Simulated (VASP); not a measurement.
# ScNb (P-6m2) in VASP: further runs

ScNb is run at these levels: PBE; tasks: single point.

Program: VASP 6.6.1. These are calculated values, not measurements. Logs are shortened: lines on timing, memory, paths and dates and some standing lists are left out, and cuts for length are marked.

## 1. The cell of the first run

Symmetry: P-6m2, No. 187, hexagonal system. The conventional cell has a = 3.066 Å, b = 3.066 Å, c = 5.072 Å, α = 90.00°, β = 90.00°, γ = 120.00°. Sc (site symmetry -6m2) has 6 Sc at 3.07 Å and 6 Nb at 3.09 Å within 4.0 Å. Nb (site symmetry -6m2) has 6 Nb at 3.07 Å and 6 Sc at 3.09 Å within 4.0 Å.

## 2. Single point, PBE

File INCAR:

```
ALGO = Normal
EDIFF = 1E-6
ENCUT = 500
GGA = PE
GGA_COMPAT = F
ISIF = 2
ISMEAR = 1
LASPH = T
LCHARG = F
LREAL = F
LWAVE = F
NBANDS = 19
NELM = 120
PREC = Accurate
SIGMA = 0.15
```

File KPOINTS:

```
k-points
0
Gamma
  11 11 6
```

File POSCAR:

```
ScNb
1.0
    3.0656440000      0.0000000000      0.0000000000
   -1.5328220000      2.6549255830      0.0000000000
    0.0000000000      0.0000000000      5.0721940000
Sc Nb
1 1
Direct
    0.0000000000      0.0000000000      0.0000000000
    0.3333333333      0.6666666667      0.5000000000
```

Potentials or basis: VASP PAW PBE potentials, release 64 (Sc_sv, Nb_sv).

The run is started by

```console
$ cat potpaw_PBE.64/Sc_sv/POTCAR potpaw_PBE.64/Nb_sv/POTCAR > POTCAR
$ mpirun -np 1 vasp_std > vasp.out
```

OUTCAR:

```text
EDIFF = 1E-6
   ENCUT = 500
   GGA = PE
   ISIF = 2
   ISMEAR = 1
   LASPH = T
   LREAL = F
   NELM = 120
   PREC = Accurate

 ion  position               nearest neighbor table
   1  0.000  0.000  0.000-   2 3.09   2 3.09   2 3.09   2 3.09   2 3.09   2 3.09
   2  0.333  0.667  0.500-   1 3.09   1 3.09   1 3.09   1 3.09   1 3.09   1 3.09

  LATTYP: Found a hexagonal cell.
 ALAT       =     3.0656440000
 C/A-ratio  =     1.6545280535

  Lattice vectors:

 A1 = (   3.0656440000,   0.0000000000,   0.0000000000)
 A2 = (  -1.5328220000,   2.6549255830,   0.0000000000)
 A3 = (   0.0000000000,   0.0000000000,   5.0721940000)

Analysis of symmetry for initial positions (statically):
=====================================================================
 Subroutine PRICEL returns:
 Original cell was already a primitive cell.

 Routine SETGRP: Setting up the symmetry group for a
 hexagonal supercell.

 Subroutine GETGRP returns: Found 12 space group operations
 (whereof 12 operations were pure point group operations)
 out of a pool of 24 trial point group operations.

The static configuration has the point symmetry D_3h.

Analysis of symmetry for dynamics (positions and initial velocities):
=====================================================================
 Subroutine PRICEL returns:
 Original cell was already a primitive cell.

 Routine SETGRP: Setting up the symmetry group for a
 hexagonal supercell.

 Subroutine GETGRP returns: Found 12 space group operations
 (whereof 12 operations were pure point group operations)
 out of a pool of 24 trial point group operations.

The dynamic configuration has the point symmetry D_3h.

 Subroutine INISYM returns: Found 12 space group operations
 (whereof 12 operations are pure point group operations),
 and found     1 'primitive' translations

----------------------------------------------------------------------------------------

                                     Primitive cell

  volume of cell :      41.2829

  direct lattice vectors                    reciprocal lattice vectors
[... 71 lines left out ...]
   total plane-waves  NPLWV =  23040
   dimension x,y,z NGX =    24 NGY =   24 NGZ =   40
   dimension x,y,z NGXF=    48 NGYF=   48 NGZF=   80
   ions per type =               1   1
   NGX,Y,Z   is equivalent  to a cutoff of  13.01, 13.01, 13.11 a.u.
   NGXF,Y,Z  is equivalent  to a cutoff of  26.03, 26.03, 26.22 a.u.
 SYSTEM =  unknown system
   PREC   = accura    normal or accurate (medium, high low for compatibility)
   ISTART =      0    job   : 0-new  1-cont  2-samecut
   ICHARG =      2    charge: 1-file 2-atom 10-const
   ISPIN  =      1    spin polarized calculation?
   LNONCOLLINEAR =      F non collinear calculations
   LSORBIT =      F    spin-orbit coupling
   LASPH  =      T    aspherical Exc in radial PAW
   ENCUT  =  500.0 eV  36.75 Ry    6.06 a.u.   5.59  5.59  9.25*2*pi/ulx,y,z
   NELM   =    120;   NELMIN=  2; NELMDL= -5     # of ELM steps
   EDIFF  = 0.1E-05   stopping-criterion for ELM
   LREAL  =      F    real-space projection
[... 7 lines left out ...]
   TEBEG  =    0.0;   TEEND  =   0.0 temperature during run
   PSTRESS=    0.0 pullay stress
   NELECT =      24.0000    total number of electrons
   NUPDOWN=      -1.0000    fix difference up-down
   EMIN   =  10.00;   EMAX   =-10.00  energy-range for DOS
   EFERMI =   0.00;   METHOD = LEGACY
   ISMEAR =     1;   SIGMA  =   0.15  broadening in eV -4-tet -1-fermi 0-gaus
   EFERMI_NEDOS =   21; number of points for ismear=-14 and -15
   IALGO  =     38    algorithm
   IMIX   =      4    mixing-type and parameters
     AMIX     =   0.40;   BMIX     =  1.00
     AMIX_MAG =   1.60;   BMIX_MAG =  1.00
  volume/ion in A,a.u.               =      20.64       139.30
  Fermi-wavevector in a.u.,A,eV,Ry     =   1.366329  2.581987 25.400101  1.866855
  Thomas-Fermi vector in A             =   2.492479
   LORBIT       =      0    0 simple, 1 ext, 2 COOP (PROOUT), +10 PAW based schemes
   GGA     = PE    functional components
   LHFCALC =     F    Hartree Fock is set to
   AEXX    =    0.0000 exact exchange contribution
   IVDW    =     0    specifies the selected vdW correction
   LEPSILON=     F    determine dielectric tensor
   LRPA    =     F    only Hartree local field effects (RPA)
 non-spin polarized calculation
 Methfessel and Paxton  Order N= 1 SIGMA  =   0.15
  energy-cutoff  :      500.00
  volume of cell :       41.28
 maximum number of plane-waves:      1075
 NGX is ok and might be reduce to    24
   NGX = 11   NGY = 11   NGZ = 19

 number of electron      24.0000000 magnetization

 Free energy of the ion-electron system (eV)
  ---------------------------------------------------
  ext. energy  EPLUGINS =         0.00000000
  ---------------------------------------------------
  free energy    TOTEN  =       -16.05915154 eV

  energy without entropy =      -16.06227678  energy(sigma->0) =      -16.06019329

 E-fermi :   7.1680     XC(G=0): -11.2138

 val. band max:        7.1661879298   @ k =   0.0909   0.0909   0.3333
 cond. band min:       7.1735025374   @ k =   0.1818   0.1818   0.5000
 fundamental gap:      0.0073146076
 Fermi energy:         7.1680095443

 k-point     1 :       0.0000    0.0000    0.0000
  band No.  band energies     occupation
      1     -47.5068      2.00000
      2     -41.8257      2.00000
      3     -23.6570      2.00000
      4     -23.1351      2.00000
      5     -23.1351      2.00000
      6     -20.4286      2.00000
[... 505 lines left out ...]
      6     -20.4503      2.00000
[... 11 lines left out ...]
     18      10.4303      0.00000
     19      11.4829      0.00000

 [... further k-points ...]

------------------------ aborting loop because EDIFF is reached ----------------------------------------

  FORCE on cell =-STRESS in cart. coord.  units (eV):
  Direction    XX          YY          ZZ          XY          YZ          ZX
  --------------------------------------------------------------------------------------
  -------------------------------------------------------------------------------------
  Total       -0.0210507     -0.0210507     -0.2347819     -0.0000000     -0.0000000      0.0000000
  in kB       -0.8169711     -0.8169711     -9.1118233     -0.0000000     -0.0000000      0.0000000
  external PRESSURE =      -3.5819218 kB  Pullay stress =       0.0000000 kB

 VOLUME and BASIS-vectors are now :
 -----------------------------------------------------------------------------
  energy-cutoff  :      500.00
  volume of cell :       41.28
      direct lattice vectors                 reciprocal lattice vectors
     3.065644000  0.000000000  0.000000000     0.326195736  0.188329196  0.000000000
    -1.532822000  2.654925583  0.000000000     0.000000000  0.376658392  0.000000000
     0.000000000  0.000000000  5.072194000     0.000000000  0.000000000  0.197153342

 POSITION                                       TOTAL-FORCE (eV/Angst)
 -----------------------------------------------------------------------------------
      0.00000      0.00000      0.00000        -0.000000      0.000000      0.000000
     -0.00000      1.76995      2.53610         0.000000      0.000000      0.000000
 -----------------------------------------------------------------------------------
    total drift:                                0.000000     -0.000000     -0.000000

  FREE ENERGIE OF THE ION-ELECTRON SYSTEM (eV)
  ---------------------------------------------------
  free  energy   TOTEN  =       -16.0591515439 eV

  energy  without entropy=      -16.0622767814  energy(sigma->0) =      -16.06019329
```

Wall time 17 s (1 thread of Intel Xeon 6975P-C (Granite Rapids), shared host); peak memory 0.19 GiB.

Results:

```yaml
Free_energy: -16.0592 eV
Pressure: -0.4 GPa
Band_gap_on_the_k_mesh: zero (bands 12 and 13 overlap by 0.85 eV)
```

## 3. Single point, PBE

File INCAR:

```
SYSTEM = ScNb
PREC = Accurate
ENCUT = 500
EDIFF = 1E-6
ISMEAR = 1
SIGMA = 0.15
LREAL = .FALSE.
LASPH = .TRUE.
NELM = 120
ALGO = Normal
ISIF = 2
LWAVE = .FALSE.
LCHARG = .TRUE.
GGA = PE
LELF = .TRUE.
LVHAR = .TRUE.
NBANDS = 19
GGA_COMPAT = .FALSE.
```

File KPOINTS:

```
Automatic mesh
0
G
  11 11 6
  0 0 0
```

POSCAR is that of step 2.

Potentials or basis: VASP PAW PBE potentials, release 64 (Sc_sv, Nb_sv).

The run is started by

```console
$ cat potpaw_PBE.64/Sc_sv/POTCAR potpaw_PBE.64/Nb_sv/POTCAR > POTCAR
$ mpirun -np 1 vasp_std > vasp.out
```

OUTCAR:

```text
SYSTEM = ScNb
   PREC = Accurate
   ENCUT = 500
   EDIFF = 1E-6
   ISMEAR = 1
   LREAL = .FALSE.
   LASPH = .TRUE.
   NELM = 120
   ISIF = 2
   GGA = PE

 ion  position               nearest neighbor table
   1  0.000  0.000  0.000-   2 3.09   2 3.09   2 3.09   2 3.09   2 3.09   2 3.09
   2  0.333  0.667  0.500-   1 3.09   1 3.09   1 3.09   1 3.09   1 3.09   1 3.09

  LATTYP: Found a hexagonal cell.
 ALAT       =     3.0656440000
 C/A-ratio  =     1.6545280535

  Lattice vectors:

 A1 = (   3.0656440000,   0.0000000000,   0.0000000000)
 A2 = (  -1.5328220000,   2.6549255830,   0.0000000000)
 A3 = (   0.0000000000,   0.0000000000,   5.0721940000)

Analysis of symmetry for initial positions (statically):
=====================================================================
 Subroutine PRICEL returns:
 Original cell was already a primitive cell.

 Routine SETGRP: Setting up the symmetry group for a
 hexagonal supercell.

 Subroutine GETGRP returns: Found 12 space group operations
 (whereof 12 operations were pure point group operations)
 out of a pool of 24 trial point group operations.

The static configuration has the point symmetry D_3h.

Analysis of symmetry for dynamics (positions and initial velocities):
=====================================================================
 Subroutine PRICEL returns:
 Original cell was already a primitive cell.

 Routine SETGRP: Setting up the symmetry group for a
 hexagonal supercell.

 Subroutine GETGRP returns: Found 12 space group operations
 (whereof 12 operations were pure point group operations)
 out of a pool of 24 trial point group operations.

The dynamic configuration has the point symmetry D_3h.

 Subroutine INISYM returns: Found 12 space group operations
 (whereof 12 operations are pure point group operations),
 and found     1 'primitive' translations

----------------------------------------------------------------------------------------
[... 110 lines left out ...]
   IALGO  =     38    algorithm
   IMIX   =      4    mixing-type and parameters
     AMIX     =   0.40;   BMIX     =  1.00
     AMIX_MAG =   1.60;   BMIX_MAG =  1.00
  volume/ion in A,a.u.               =      20.64       139.30
  Fermi-wavevector in a.u.,A,eV,Ry     =   1.366329  2.581987 25.400101  1.866855
  Thomas-Fermi vector in A             =   2.492479
   LORBIT       =      0    0 simple, 1 ext, 2 COOP (PROOUT), +10 PAW based schemes
   GGA     = PE    functional components
   LHFCALC =     F    Hartree Fock is set to
   AEXX    =    0.0000 exact exchange contribution
   IVDW    =     0    specifies the selected vdW correction
   LEPSILON=     F    determine dielectric tensor
   LRPA    =     F    only Hartree local field effects (RPA)
 non-spin polarized calculation
 Methfessel and Paxton  Order N= 1 SIGMA  =   0.15
  energy-cutoff  :      500.00
  volume of cell :       41.28
 maximum number of plane-waves:      1075
 NGX is ok and might be reduce to    24
   NGX = 11   NGY = 11   NGZ = 19

 number of electron      24.0000000 magnetization

 Free energy of the ion-electron system (eV)
  ---------------------------------------------------
  ext. energy  EPLUGINS =         0.00000000
  ---------------------------------------------------
  free energy    TOTEN  =       -16.05915154 eV

  energy without entropy =      -16.06227678  energy(sigma->0) =      -16.06019329

 E-fermi :   7.1680     XC(G=0): -11.2138

 val. band max:        7.1661879298   @ k =   0.0909   0.0909   0.3333
 cond. band min:       7.1735025374   @ k =   0.1818   0.1818   0.5000
 fundamental gap:      0.0073146076
 Fermi energy:         7.1680095443

 k-point     1 :       0.0000    0.0000    0.0000
  band No.  band energies     occupation
      1     -47.5068      2.00000
      2     -41.8257      2.00000
      3     -23.6570      2.00000
      4     -23.1351      2.00000
      5     -23.1351      2.00000
      6     -20.4286      2.00000
[... 505 lines left out ...]
      6     -20.4503      2.00000
[... 11 lines left out ...]
     18      10.4303      0.00000
     19      11.4829      0.00000

 [... further k-points ...]

------------------------ aborting loop because EDIFF is reached ----------------------------------------

  FORCE on cell =-STRESS in cart. coord.  units (eV):
  Direction    XX          YY          ZZ          XY          YZ          ZX
  --------------------------------------------------------------------------------------
  -------------------------------------------------------------------------------------
  Total       -0.0210507     -0.0210507     -0.2347819     -0.0000000     -0.0000000      0.0000000
  in kB       -0.8169711     -0.8169711     -9.1118233     -0.0000000     -0.0000000      0.0000000
  external PRESSURE =      -3.5819218 kB  Pullay stress =       0.0000000 kB

 VOLUME and BASIS-vectors are now :
 -----------------------------------------------------------------------------
  energy-cutoff  :      500.00
  volume of cell :       41.28
      direct lattice vectors                 reciprocal lattice vectors
     3.065644000  0.000000000  0.000000000     0.326195736  0.188329196  0.000000000
    -1.532822000  2.654925583  0.000000000     0.000000000  0.376658392  0.000000000
     0.000000000  0.000000000  5.072194000     0.000000000  0.000000000  0.197153342

 POSITION                                       TOTAL-FORCE (eV/Angst)
 -----------------------------------------------------------------------------------
      0.00000      0.00000      0.00000        -0.000000      0.000000      0.000000
     -0.00000      1.76995      2.53610         0.000000      0.000000      0.000000
 -----------------------------------------------------------------------------------
    total drift:                                0.000000     -0.000000     -0.000000

  FREE ENERGIE OF THE ION-ELECTRON SYSTEM (eV)
  ---------------------------------------------------
  free  energy   TOTEN  =       -16.0591515439 eV

  energy  without entropy=      -16.0622767814  energy(sigma->0) =      -16.06019329
```

stdout:

```text
POSCAR found type information on POSCAR ScNb
 POSCAR found :  2 types and       2 ions
 scaLAPACK will be used
 LDA part: xc-table for (Slater+PW92), standard interpolation
 POSCAR, INCAR and KPOINTS ok, starting setup
 FFT: planning ... GRIDC
 FFT: planning ... GRID_SOFT
 FFT: planning ... GRID
 WAVECAR not read
 entering main loop
```

Run time: 17 s. Hardware: 1 thread of Intel Xeon 6975P-C (Granite Rapids), shared host; peak memory 0.19 GiB.

What came out:

| Quantity | Value |
| --- | --- |
| Free energy | -16.0592 eV |
| Pressure | -0.4 GPa |
| Band gap on the k mesh | zero (bands 12 and 13 overlap by 0.85 eV) |
